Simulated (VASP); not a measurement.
Set up this calculation in VASP 6.6.1, as the native input.

```
Task                   : single point
Functional             : r2SCAN
Potentials or basis    : VASP PAW PBE potentials, release 64 (C)
Cutoff                 : 520 eV
k mesh                 : 18 × 18 × 6
Occupations            : gaussian, width 0.1 eV
Spin                   : no spin polarisation
Dipole correction      : no
Further INCAR settings : ALGO = Normal; EDIFF = 1e-07; NBANDS = 16
```

C:

```
C
1.0
     2.45420    0.00000    0.00000
    -1.22710    2.12540    0.00000
     0.00000    0.00000    6.84772
C
4
Direct
  0.00000 0.00000 0.00250
  0.00000 0.00000 0.50250
  0.33333 0.66667 0.00250
  0.66667 0.33333 0.50250
```

This cell differs from its parent crystal: volume scaled by 0.97, then relaxed in part.

One way to write it, as run:

POSCAR

```
C
1.0
    2.4541990536      0.0000000000      0.0000000000
   -1.2270995268      2.1253987264      0.0000000000
    0.0000000000      0.0000000000      6.8477224915
C
4
Direct
    0.0000000000      0.0000000000      0.0025000000
    0.0000000000      0.0000000000      0.5025000000
    0.3333333333      0.6666666667      0.0025000000
    0.6666666667      0.3333333333      0.5025000000
```

INCAR.step1

```
PREC = Accurate
ENCUT = 520
ISMEAR = 0
SIGMA = 0.1
LREAL = F
LASPH = T
NELM = 60
NBANDS = 16
GGA = PE
ALGO = Normal
EDIFF = 1E-4
LWAVE = T
LCHARG = F
```

INCAR.step2

```
PREC = Accurate
ENCUT = 520
EDIFF = 1E-7
ISMEAR = 0
SIGMA = 0.1
LREAL = F
LASPH = T
NELM = 60
ALGO = Normal
ISIF = 2
LWAVE = F
LCHARG = F
METAGGA = R2SCAN
LMIXTAU = T
NBANDS = 16
ISTART = 1
```

KPOINTS

```
regular mesh
0
Gamma
  18 18 6
```

Potentials or basis: VASP PAW PBE potentials, release 64 (C).

The run is started by

```sh
$ cat potpaw_PBE.64/C/POTCAR > POTCAR
$ cp INCAR.step1 INCAR
$ mpirun -np 1 vasp_std > vasp.out
$ cp INCAR.step2 INCAR
$ mpirun -np 1 vasp_std > vasp.out
```

Results of the run:

| Property | Result |
| --- | --- |
| Pressure | 1.4 GPa |
| Band gap on the k mesh | zero (band 8 reaches 4.53 eV, above the bottom of band 9 at 4.50 eV) |

Caveat: the PAW data sets were made with another functional, which shifts forces and pressure a little.

Wall time 3.7 min on 1 thread of Intel Xeon 6975P-C (shared host), peak memory 0.19 GiB.
